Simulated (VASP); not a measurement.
# BAs3 (Pm-3n) in VASP: relaxation of cell and atoms with r2SCAN

Aim: the relaxation of cell and atoms of BAs3 with r2SCAN.

Everything below comes from runs of VASP 6.6.1. Logs are shortened: lines on timing, memory, paths and dates and some standing lists are left out, and cuts for length are marked.

## 1. The cell of the first run

The structure is cubic, space group Pm-3n (No. 223). The conventional cell has a = 5.127 Å, b = 5.127 Å, c = 5.127 Å, α = 90.00°, β = 90.00°, γ = 90.00°. B (site symmetry m-3) has 12 As at 2.87 Å within 3.8 Å. Within 3.4 Å of As (site symmetry -4m2) lie 10 As at 2.56 to 3.14 Å and 4 B at 2.87 Å.

## 2. Relaxation of cell and atoms, r2SCAN

POSCAR

```
BAs3
1.0
    5.1265388319      0.0000000000      0.0000000000
    0.0000000000      5.1265388319      0.0000000000
    0.0000000000      0.0000000000      5.1265388319
B As
2 6
Direct
    0.0000000000      0.0000000000      0.0000000000
    0.5000000000      0.5000000000      0.5000000000
    0.0000000000      0.5000000000      0.2500000000
    0.0000000000      0.5000000000      0.7500000000
    0.2500000000      0.0000000000      0.5000000000
    0.7500000000      0.0000000000      0.5000000000
    0.5000000000      0.7500000000      0.0000000000
    0.5000000000      0.2500000000      0.0000000000
```

INCAR.step1

```
  PREC = Accurate
  ENCUT = 550
  ISMEAR = 0
  SIGMA = 0.1
  LREAL = False
  LASPH = True
  NELM = 120
  GGA = PE
  ALGO = Normal
  EDIFF = 1E-5
  LWAVE = True
  LCHARG = False
  GGA_COMPAT = False
  IBRION = 2
  ISIF = 3
  EDIFFG = -0.005
  NELMIN = 4
  NSW = 100
```

INCAR.step2

```
  PREC = Accurate
  ENCUT = 550
  EDIFF = 1E-7
  ISMEAR = 0
  SIGMA = 0.1
  LREAL = False
  LASPH = True
  NELM = 120
  ALGO = Normal
  ISIF = 3
  LWAVE = False
  LCHARG = False
  METAGGA = R2SCAN
  LMIXTAU = True
  IBRION = 2
  NSW = 100
  EDIFFG = -0.01
  ISTART = 1
  GGA_COMPAT = False
  NELMIN = 4
```

KPOINTS

```
Automatic mesh
0
Gamma
  8 8 8
```

Potentials or basis: VASP PAW PBE potentials, release 64 (B, As).

Run with:

```sh
> cat potpaw_PBE.64/B/POTCAR potpaw_PBE.64/As/POTCAR > POTCAR
> cp INCAR.step1 INCAR
> mpirun -np 1 vasp_std > vasp.out
> cp INCAR.step2 INCAR
> mpirun -np 1 vasp_std > vasp.out
```

OUTCAR:

```text
PREC = Accurate
   ENCUT = 550
   EDIFF = 1E-7
   ISMEAR = 0
   LREAL = False
   LASPH = True
   NELM = 120
   ISIF = 3
   METAGGA = R2SCAN
   IBRION = 2
   NSW = 100
   EDIFFG = -0.01
   ISTART = 1
   NELMIN = 4

 ion  position               nearest neighbor table
   1  0.000  0.000  0.000-
   2  0.500  0.500  0.500-
   3  0.000  0.500  0.250-   4 2.56   4 2.56
   4  0.000  0.500  0.750-   3 2.56   3 2.56
   5  0.250  0.000  0.500-   6 2.56   6 2.56
   6  0.750  0.000  0.500-   5 2.56   5 2.56
   7  0.500  0.750  0.000-   8 2.56   8 2.56
   8  0.500  0.250  0.000-   7 2.56   7 2.56

  LATTYP: Found a simple cubic cell.
 ALAT       =     5.1265388319

  Lattice vectors:

 A1 = (   5.1265388319,   0.0000000000,   0.0000000000)
 A2 = (   0.0000000000,   5.1265388319,   0.0000000000)
 A3 = (   0.0000000000,   0.0000000000,   5.1265388319)

Analysis of symmetry for initial positions (statically):
=====================================================================
 Subroutine PRICEL returns:
 Original cell was already a primitive cell.

 Routine SETGRP: Setting up the symmetry group for a
 simple cubic supercell.

 Subroutine GETGRP returns: Found 48 space group operations
 (whereof 24 operations were pure point group operations)
 out of a pool of 48 trial point group operations.

The static configuration has the point symmetry T_h .
 The point group associated with its full space group is O_h .

Analysis of symmetry for dynamics (positions and initial velocities):
=====================================================================
 Subroutine PRICEL returns:
 Original cell was already a primitive cell.

 Routine SETGRP: Setting up the symmetry group for a
 simple cubic supercell.

 Subroutine GETGRP returns: Found 48 space group operations
 (whereof 24 operations were pure point group operations)
 out of a pool of 48 trial point group operations.

The dynamic configuration has the point symmetry T_h .
 The point group associated with its full space group is O_h .

 Subroutine INISYM returns: Found 48 space group operations
 (whereof 24 operations are pure point group operations),
 and found     1 'primitive' translations

----------------------------------------------------------------------------------------

                                     Primitive cell

  volume of cell :     134.7326

  direct lattice vectors                    reciprocal lattice vectors
     5.126538832  0.000000000  0.000000000     0.195063382  0.000000000  0.000000000
     0.000000000  5.126538832  0.000000000     0.000000000  0.195063382  0.000000000
     0.000000000  0.000000000  5.126538832     0.000000000  0.000000000  0.195063382

  length of vectors
     5.126538832  5.126538832  5.126538832     0.195063382  0.195063382  0.195063382

  position of ions in fractional coordinates (direct lattice)
     0.000000000  0.000000000  0.000000000
     0.500000000  0.500000000  0.500000000
     0.000000000  0.500000000  0.250000000
     0.000000000  0.500000000  0.750000000
     0.250000000  0.000000000  0.500000000
     0.750000000  0.000000000  0.500000000
     0.500000000  0.750000000  0.000000000
     0.500000000  0.250000000  0.000000000

  ion indices of the primitive-cell ions
   primitive index   ion index
                 1           1
                 2           2
                 3           3
                 4           4
                 5           5
                 6           6
                 7           7
                 8           8

----------------------------------------------------------------------------------------

 KPOINTS: Automatic mesh

Automatic generation of k-mesh.
[... 85 lines left out ...]
     AMIX     =   0.40;   BMIX     =  1.00
     AMIX_MAG =   1.60;   BMIX_MAG =  1.00
  volume/ion in A,a.u.               =      16.84       113.65
  Fermi-wavevector in a.u.,A,eV,Ry     =   1.054431  1.992585 15.127288  1.111824
  Thomas-Fermi vector in A             =   2.189591
   LORBIT       =      0    0 simple, 1 ext, 2 COOP (PROOUT), +10 PAW based schemes
   METAGGA = R2SCAN    functional components
   LHFCALC =     F    Hartree Fock is set to
   AEXX    =    0.0000 exact exchange contribution
   IVDW    =     0    specifies the selected vdW correction
   LEPSILON=     F    determine dielectric tensor
   LRPA    =     F    only Hartree local field effects (RPA)
 conjugate gradient relaxation of ions
 non-spin polarized calculation
 Gauss-broadening in eV      SIGMA  =   0.10
  energy-cutoff  :      550.00
  volume of cell :      134.73
 maximum number of plane-waves:      3968
 NGX is ok and might be reduce to    40
   NGX = 19   NGY = 19   NGZ = 19

--------------------------------------- Ionic step        1  -------------------------------------------

 number of electron      36.0000004 magnetization

 Free energy of the ion-electron system (eV)
  ---------------------------------------------------
  ext. energy  EPLUGINS =         0.00000000
  ---------------------------------------------------
  free energy    TOTEN  =       -91.35164920 eV

  energy without entropy =      -91.33504949  energy(sigma->0) =      -91.34334934

------------------------ aborting loop because EDIFF is reached ----------------------------------------

  FORCE on cell =-STRESS in cart. coord.  units (eV):
  Direction    XX          YY          ZZ          XY          YZ          ZX
  --------------------------------------------------------------------------------------
  -------------------------------------------------------------------------------------
  Total       -0.3045345     -0.3045345     -0.3045345     -0.0000000      0.0000000      0.0000000
  in kB       -3.6213822     -3.6213822     -3.6213822     -0.0000000      0.0000000      0.0000000
  external PRESSURE =      -3.6213822 kB  Pullay stress =       0.0000000 kB

 VOLUME and BASIS-vectors are now :
 -----------------------------------------------------------------------------
  energy-cutoff  :      550.00
  volume of cell :      134.73
      direct lattice vectors                 reciprocal lattice vectors
     5.126538832  0.000000000  0.000000000     0.195063382  0.000000000  0.000000000
     0.000000000  5.126538832  0.000000000     0.000000000  0.195063382  0.000000000
     0.000000000  0.000000000  5.126538832     0.000000000  0.000000000  0.195063382

 POSITION                                       TOTAL-FORCE (eV/Angst)
 -----------------------------------------------------------------------------------
      0.00000      0.00000      0.00000        -0.000000     -0.000000     -0.000000
      2.56327      2.56327      2.56327        -0.000000     -0.000000     -0.000000
      0.00000      2.56327      1.28163         0.000000     -0.000000     -0.000000
      0.00000      2.56327      3.84490        -0.000000      0.000000      0.000000
      1.28163      0.00000      2.56327        -0.000000      0.000000     -0.000000
      3.84490      0.00000      2.56327         0.000000      0.000000      0.000000
      2.56327      3.84490      0.00000        -0.000000      0.000000      0.000000
      2.56327      1.28163      0.00000         0.000000     -0.000000     -0.000000
 -----------------------------------------------------------------------------------
    total drift:                                0.000000     -0.000000      0.000000

  FREE ENERGIE OF THE ION-ELECTRON SYSTEM (eV)
  ---------------------------------------------------
  free  energy   TOTEN  =       -91.3516491964 eV

  energy  without entropy=      -91.3350494855  energy(sigma->0) =      -91.34334934

--------------------------------------- Ionic step        2  -------------------------------------------

 number of electron      36.0000006 magnetization

 Free energy of the ion-electron system (eV)
  ---------------------------------------------------
  ext. energy  EPLUGINS =         0.00000000
  ---------------------------------------------------
  free energy    TOTEN  =       -91.35235170 eV

  energy without entropy =      -91.33633375  energy(sigma->0) =      -91.34434273

 E-fermi :   6.1628     XC(G=0): -11.4301

 val. band max:        6.1542178640   @ k =   0.3750   0.3750   0.3750
 cond. band min:       6.2133296490   @ k =   0.5000   0.3750   0.1250
 fundamental gap:      0.0591117851
 Fermi energy:         6.1628219185

 k-point     1 :       0.0000    0.0000    0.0000
  band No.  band energies     occupation
      1      -9.7961      2.00000
      2      -6.1392      2.00000
      3      -6.1392      2.00000
      4      -3.4090      2.00000
      5      -3.4090      2.00000
      6      -3.4090      2.00000
[... 613 lines left out ...]
     22       8.0763      0.00000
     23       8.2876      0.00000

 [... further k-points ...]

------------------------ aborting loop because EDIFF is reached ----------------------------------------

  FORCE on cell =-STRESS in cart. coord.  units (eV):
  Direction    XX          YY          ZZ          XY          YZ          ZX
  --------------------------------------------------------------------------------------
  -------------------------------------------------------------------------------------
  Total        0.0620905      0.0620905      0.0620905      0.0000000      0.0000000     -0.0000000
  in kB        0.7424336      0.7424336      0.7424336      0.0000000      0.0000000     -0.0000000
  external PRESSURE =       0.7424336 kB  Pullay stress =       0.0000000 kB

 VOLUME and BASIS-vectors are now :
 -----------------------------------------------------------------------------
  energy-cutoff  :      550.00
  volume of cell :      133.99
      direct lattice vectors                 reciprocal lattice vectors
     5.117124229  0.000000000  0.000000000     0.195422264  0.000000000 -0.000000000
    -0.000000000  5.117124229 -0.000000000    -0.000000000  0.195422264 -0.000000000
     0.000000000  0.000000000  5.117124229    -0.000000000  0.000000000  0.195422264

 POSITION                                       TOTAL-FORCE (eV/Angst)
 -----------------------------------------------------------------------------------
      5.11712      5.11712      5.11712         0.000000     -0.000000      0.000000
      2.55856      2.55856      2.55856         0.000000     -0.000000      0.000000
     -0.00000      2.55856      1.27928         0.000000      0.000000     -0.000000
      5.11712      2.55856      3.83784        -0.000000     -0.000000      0.000000
      1.27928      0.00000      2.55856        -0.000000     -0.000000      0.000000
      3.83784      0.00000      2.55856         0.000000      0.000000     -0.000000
      2.55856      3.83784      0.00000         0.000000     -0.000000      0.000000
      2.55856      1.27928      5.11712        -0.000000     -0.000000      0.000000
 -----------------------------------------------------------------------------------
    total drift:                                0.000000      0.000000      0.000000

  FREE ENERGIE OF THE ION-ELECTRON SYSTEM (eV)
  ---------------------------------------------------
  free  energy   TOTEN  =       -91.3523517008 eV

  energy  without entropy=      -91.3363337539  energy(sigma->0) =      -91.34434273

 reached required accuracy - stopping structural energy minimisation
```

Wall time 9.2 min (1 thread of AMD EPYC 7R13, shared host); peak memory 0.33 GiB.

Results:

```
Free energy                            : -91.3524 eV
Relaxed volume                         : 16.75 Å³/atom
Relaxed cell                           : a = 5.117 Å, b = 5.117 Å, c = 5.117 Å, α = 90.00°, β = 90.00°, γ = 90.00°
Space group after relaxing (to 0.05 Å) : Pm-3n (No. 223)
Energy gained by relaxing              : 0.1 meV/atom
Ionic steps                            : 2
Pressure after relaxing                : 0.1 GPa
Band gap on the k mesh                 : zero (band 18 reaches 6.93 eV, above the bottom of band 19 at 4.53 eV)
```

The path:
```
step  energy change (eV)  largest force (eV/Å)  pressure (GPa)  volume (Å³)
   1              0.0000                0.0000           -0.36       134.73
   2             -0.0007                0.0000            0.07       133.99
```

Final structure:
```
CELL_PARAMETERS angstrom
5.11712 0.00000 0.00000
0.00000 5.11712 0.00000
0.00000 0.00000 5.11712
ATOMIC_POSITIONS crystal
B 0.00000 0.00000 0.00000
B 0.50000 0.50000 0.50000
As 0.00000 0.50000 0.25000
As 0.00000 0.50000 0.75000
As 0.25000 0.00000 0.50000
As 0.75000 0.00000 0.50000
As 0.50000 0.75000 0.00000
As 0.50000 0.25000 0.00000
```

Levels at points of the mesh, in eV from the Fermi level:
```csv
k point,band 16,band 17,band 18,band 19,band 20,band 21
"(0.00, 0.00, 0.00)",-2.24,-1.63,-1.63,-1.63,-1.35,1.82
"(0.50, 0.00, 0.00)",-1.88,-0.84,-0.84,-0.36,-0.36,1.41
"(0.50, 0.50, 0.00)",-1.10,-0.49,-0.49,-0.28,0.84,1.69
"(0.50, 0.50, 0.50)",0.47,0.53,0.53,0.53,0.53,0.53
```

Caveat: the PAW data sets were made with another functional, which shifts forces and pressure a little.
